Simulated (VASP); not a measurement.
**HfAlB4: relaxation of cell and atoms with PBE**

Crystal: HfAlB4.

```xyz
6
Lattice="3.0532 0.0000 0.0000 -1.5266 2.6442 0.0000 0.0000 0.0000 6.9121" Properties=species:S:1:pos:R:3 pbc="T T T"
Hf    0.0000    0.0000    0.0000
Al    0.0000    0.0000    3.4560
B     0.0000    1.7628    1.8281
B     0.0000    1.7628    5.0840
B     1.5266    0.8814    1.8281
B     1.5266    0.8814    5.0840
```

| Quantity | Value |
| --- | --- |
| Program | VASP 6.6.1 |
| Task | relaxation of cell and atoms |
| Functional | PBE |
| Potentials or basis | VASP PAW PBE potentials, release 64 (Hf_pv, Al, B) |
| Cutoff | 600 eV |
| k mesh | 15 × 15 × 6 |
| Occupations | gaussian, width 0.1 eV |
| Spin | no spin polarisation |
| Dipole correction | no |
| Further INCAR settings | ALGO = Normal; EDIFF = 1e-07; IBRION = 2; EDIFFG = -0.01; NSW = 100; ISIF = 3 |

```yaml
Relaxed_volume: 9.29 Å³/atom
Relaxed_cell: a = 3.051 Å, b = 3.051 Å, c = 6.911 Å, α = 90.00°, β = 90.00°, γ = 120.00°
Space_group_after_relaxing_to_0.05_Å: P6/mmm (No. 191)
Energy_gained_by_relaxing: 0.0 meV/atom
Ionic_steps: 3
Pressure_after_relaxing: 0.0 GPa
Largest_force_after_relaxing: 0.005 eV/Å
```

Forces in eV/Å, atoms in the order of the input:
```
Hf   0.000  0.000  0.000
Al   0.000  0.000  0.000
B    0.000  0.000 -0.005
B    0.000  0.000  0.005
B    0.000  0.000 -0.005
B    0.000  0.000  0.005
```

Final structure:
```cif
data_structure
_symmetry_space_group_name_H-M 'P 1'
_symmetry_Int_Tables_number 1
_cell_length_a 3.0514
_cell_length_b 3.0514
_cell_length_c 6.9113
_cell_angle_alpha 90.000
_cell_angle_beta 90.000
_cell_angle_gamma 120.000
_cell_volume 55.73
loop_
_atom_site_label
_atom_site_type_symbol
_atom_site_fract_x
_atom_site_fract_y
_atom_site_fract_z
_atom_site_occupancy
Hf1 Hf 0.00000 0.00000 0.00000 1
Al1 Al 0.00000 0.00000 0.50000 1
B1 B 0.33333 0.66667 0.26444 1
B2 B 0.33333 0.66667 0.73556 1
B3 B 0.66667 0.33333 0.26444 1
B4 B 0.66667 0.33333 0.73556 1
```

Levels at points of the mesh, in eV from the Fermi level:
| k point | band 9 | band 10 | band 11 | band 12 | band 13 | band 14 | band 15 | band 16 |
| --- | --- | --- | --- | --- | --- | --- | --- | --- |
| (0.00, 0.00, 0.00) | -1.74 | -1.74 | -0.56 | -0.56 | 2.20 | 2.20 | 2.70 | 2.70 |
| (0.00, 0.00, 0.50) | -1.53 | -0.92 | -0.92 | -0.44 | 2.03 | 2.03 | 3.01 | 3.01 |

Wall time 82 s on 1 thread of Intel(R) Xeon(R) Platinum 8559C (Emerald Rapids), with other jobs on the host, peak memory 0.28 GiB.

Caveat: spin-orbit coupling is left out, which moves the levels of the heavy elements.
